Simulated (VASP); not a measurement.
Set up this calculation in VASP 6.6.1, as the native input.

```
Task                   : relaxation of cell and atoms
Functional             : PBE
Potentials or basis    : VASP PAW PBE potentials, release 64 (C)
Cutoff                 : 600 eV
k mesh                 : 10 × 10 × 10
Occupations            : gaussian, width 0.1 eV
Spin                   : no spin polarisation
Dipole correction      : no
Further INCAR settings : ALGO = Normal; EDIFF = 1e-06; IBRION = 2; EDIFFG = -0.04; NSW = 90; ISIF = 3
```

The structure of C lies in POSCAR:

```
C
1.0
    1.8082410300      0.0000000000      0.0000000000
    0.0000000000      1.8082410300      0.0000000000
    0.0000000000      0.0000000000      1.6634338700
C
1
Direct
    0.5000000000      0.5000000000      0.0000000000
```

These files were run (other wordings do the same):

INCAR

```
SYSTEM = C
PREC = Accurate
ENCUT = 600
EDIFF = 1E-6
ISMEAR = 0
SIGMA = 0.1
LREAL = .False.
LASPH = .True.
NELM = 100
ALGO = Normal
ISIF = 3
LWAVE = .False.
LCHARG = .False.
GGA = PE
IBRION = 2
NSW = 90
EDIFFG = -0.04
```

KPOINTS

```
Automatic mesh
0
Gamma
  10 10 10
  0 0 0
```

Potentials or basis: VASP PAW PBE potentials, release 64 (C).

Launch:

```sh
$ cat potpaw_PBE.64/C/POTCAR > POTCAR
$ mpirun -np 1 vasp_std > vasp.out
```

It gave:

| Item | Value |
| --- | --- |
| Relaxed volume | 5.58 Å³/atom |
| Relaxed cell | a = 1.801 Å, b = 1.801 Å, c = 1.722 Å, α = 90.00°, β = 90.00°, γ = 90.00° |
| Space group after relaxing (to 0.05 Å) | P4/mmm (No. 123) |
| Energy gained by relaxing | 24.7 meV/atom |
| Ionic steps | 7 |
| Pressure after relaxing | 0.1 GPa |
| Band gap on the k mesh | zero (band 2 reaches 19.30 eV, above the bottom of band 3 at 7.00 eV) |

Caveat: the k points lie up to 0.36 Å⁻¹ apart in the final cell.

Run time: 5.7 s on 1 thread of AMD EPYC 9R45 96-Core Processor (Zen 5), with other jobs on the host, peak memory 0.07 GiB.
